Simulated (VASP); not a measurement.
Runs of VASP 6.6.1 on MgI2. The structure is that of space group Fm-3m (No. 225), or close to it. The cells are those of the table. 

```tsv
task	level	spin	cell	k mesh	cutoff (eV)	smearing	grid for exact exchange (PRECFOCK)	share of exact exchange	screening parameter	gap on the mesh (eV)	pressure (GPa)
single point	HSE06	off	a = 5.288 Å, angles 60.0°, 3 atoms	4 × 4 × 4	520	fermi-dirac 0.02 eV	Normal	0.25	0.2079 1/Å	1.40	-0.2
relaxation of cell and atoms	r2SCAN	off	relaxed from a = 5.323 Å, angles 60.0°, 3 atoms	6 × 6 × 6	600	fermi-dirac 0.02 eV	-	-	-	1.30	0.0
single point	HSE06	off	a = 5.311 Å, angles 60.0°, 3 atoms	4 × 4 × 4	520	gaussian 0.01 eV	Normal	0.25	0.2079 1/Å	1.37	(a)
single point	PBE	non-collinear, zero start, SOC	a = 5.311 Å, angles 60.0°, 3 atoms	6 × 6 × 6	520	fermi-dirac 0.02 eV	-	-	-	-	(b)
```

Alike in all rows: potentials or basis VASP PAW PBE potentials, release 64 (Mg, I).

Fill in the values left out.

(a) -0.6; (b) 0.2.

Caveats: the structure was generated, so it needn't be the stable form of MgI2; the PAW data sets were made with another functional, which shifts forces and pressure a little (at least some runs); spin-orbit coupling is left out, which moves the levels of the heavy elements (at least some runs).

A k mesh can miss the band edges, and rows without SOC leave out spin-orbit coupling on I.
